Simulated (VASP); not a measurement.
A run of VASP 6.6.1 is set up as follows.

The input INCAR:

```
ALGO = Fast
EDIFF = 1E-6
ENCUT = 520
GGA = PS
ISIF = 2
ISMEAR = 0
LASPH = True
LCHARG = True
LELF = True
LREAL = False
LVHAR = True
LWAVE = False
NBANDS = 14
NELM = 80
PREC = Accurate
SIGMA = 0.15
```

Contents of KPOINTS:

```
k-points
0
Gamma
  22 22 22
```

File POSCAR:

```
Rh
1.0
    0.0000000000      1.8064725000      1.9490887500
    1.8064725000      0.0000000000      1.9490887500
    1.8064725000      1.8064725000      0.0000000000
Rh
1
Direct
    0.0000000000      0.0000000000      0.0000000000
```

Potentials or basis: VASP PAW PBE potentials, release 64 (Rh_pv).

Launch:

```console
$ cat potpaw_PBE.64/Rh_pv/POTCAR > POTCAR
$ mpirun -np 1 vasp_std > vasp.out
```

Estimate the pressure.

21.6 GPa.

Stress tensor (GPa, compression positive):
```
29.78  0.00  0.00
 0.00 29.78  0.00
 0.00  0.00  5.21
```

Caveat: the cell differs from its parent crystal (strain -0.050 along x and y, +0.025 along z); the PAW data sets were made with another functional, which shifts forces and pressure a little.
